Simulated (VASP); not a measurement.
# Fe: single point with PBEsol

Crystal: Fe.

```xyz
2
Lattice="2.3470 0.0000 0.0000 -1.1735 2.0326 0.0000 0.0000 0.0000 3.7970" Properties=species:S:1:pos:R:3 pbc="T T T"
Fe    0.0000    1.3550    0.9493
Fe    1.1735    0.6775    2.8478
```

This isn't the form of Fe at room conditions, which is bcc.

```yaml
Program: VASP 6.6.1
Task: single point
Functional: PBEsol
Potentials_or_basis: VASP PAW PBE potentials, release 64 (Fe_sv)
Cutoff: 690 eV
k_mesh: 16 × 16 × 9
Occupations: fermi-dirac, width 0.1 eV
Spin: collinear spin, ferromagnetic start
Starting_moments: "[4.13, 4.13] μB"
Fixed_moment: 8.4 μB
Dipole_correction: no
Further_INCAR_settings: ALGO = Normal; EDIFF = 1e-06; NBANDS = 27
```

```
Pressure                                              : 214.4 GPa
Net moment                                            : 8.40 μB per cell
Site moments                                          : Fe +3.59 μB
Valence electrons inside the program's atomic spheres : Fe 13.85
```

Stress tensor (GPa, compression positive):
```
212.96   0.00   0.00
  0.00 212.96   0.00
  0.00   0.00 217.43
```

Wall time 2.6 min on 1 thread of AMD EPYC 7R43 64-Core Processor (Zen 3) (shared host), peak memory 0.22 GiB.

Caveat: the cell stands under pressure; the PAW data sets were made with another functional, which shifts forces and pressure a little; the total moment is fixed, so each spin has its own Fermi level and the state may be an excited one.
